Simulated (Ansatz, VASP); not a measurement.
# MnO in VASP and in Ansatz

```
Mn O
1.0
     1.57551   -0.90962    4.99657
     0.00000    1.81924    4.99657
    -1.57551   -0.90962    4.99657
Mn O
2 2
Direct
  0.50000 0.50000 0.50000
  0.00000 0.00000 0.00000
  0.25000 0.25000 0.25000
  0.75000 0.75000 0.75000
```

Alike in both runs: task single point; functional r2SCAN; k mesh 8 × 8 × 8; occupations gaussian, width 0.05 eV; collinear spin.

|  | VASP | Ansatz |
| --- | --- | --- |
| version | VASP 6.6.1 | Ansatz 0.2.0 |
| potentials or method | VASP PAW PBE potentials, release 64 (Mn_pv, O), cutoff 520 eV | scalar-relativistic, plane waves, PAW |
| valence electrons in the cell | 38 | 42 |

|  | VASP | Ansatz | Ansatz less VASP |
| --- | --- | --- | --- |
| gap on the k mesh at the Fermi level (eV) | 1.71 | 1.70 | -0.013 |
| least direct gap on the mesh (eV) | 2.35 | 2.33 | -0.017 |
| pressure (GPa) | 0.2 | 0.0 | -0.22 |
| net moment per atom (μB) | 0.00 | 0.00 | 0.000 |
| size of the moment on the site where the two differ most (μB) | 4.45 | 4.17 | -0.272 |

VASP's potentials were made for PBE, not for r2SCAN. Site moments also hang on the region over which each program counts them. With one functional, cell and mesh, what is left measures potentials, basis and numerics. VASP's potentials hold 38 valence electrons a cell and Ansatz's 42, so a difference there can come from the potentials and not from the codes. Ansatz's warnings: stability check not made.
